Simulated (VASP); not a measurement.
A run of VASP 6.6.1 is set up as follows.

Contents of INCAR:

```
SYSTEM = SrCl2
PREC = Accurate ; ENCUT = 520
EDIFF = 1E-7 ; ISMEAR = 0
SIGMA = 0.05 ; LREAL = .False.
LASPH = .True. ; NELM = 60
ALGO = Normal ; ISIF = 2
LWAVE = .False. ; LCHARG = .False.
NBANDS = 19
```

File KPOINTS:

```
Automatic mesh
0
Gamma
  6 6 6
  0 0 0
```

File POSCAR:

```
SrCl2
1.0
    0.0000000000      3.7643400000      3.7643400000
    3.7643400000      0.0000000000      3.7643400000
    3.7643400000      3.7643400000      0.0000000000
Sr Cl
1 2
Direct
    0.0000000000      0.0000000000      0.0000000000
    0.2500000000      0.2500000000      0.2500000000
    0.7500000000      0.7500000000      0.7500000000
```

Potentials or basis: VASP PAW LDA potentials, release 64 (Sr_sv, Cl).

Launch:

```sh
$ cat potpaw_LDA.64/Sr_sv/POTCAR potpaw_LDA.64/Cl/POTCAR > POTCAR
$ mpirun -np 1 vasp_std > vasp.out
```

Q: Estimate the pressure.

A: -6.7 GPa.

Q: Estimate the band gap on the k mesh.

A: 4.09 eV (least direct gap 4.36 eV).

Caveat: the cell differs from its parent crystal (strain +0.080 along x and y, +0.080 along z); the cell stands under tension. A k mesh can miss the band edges.
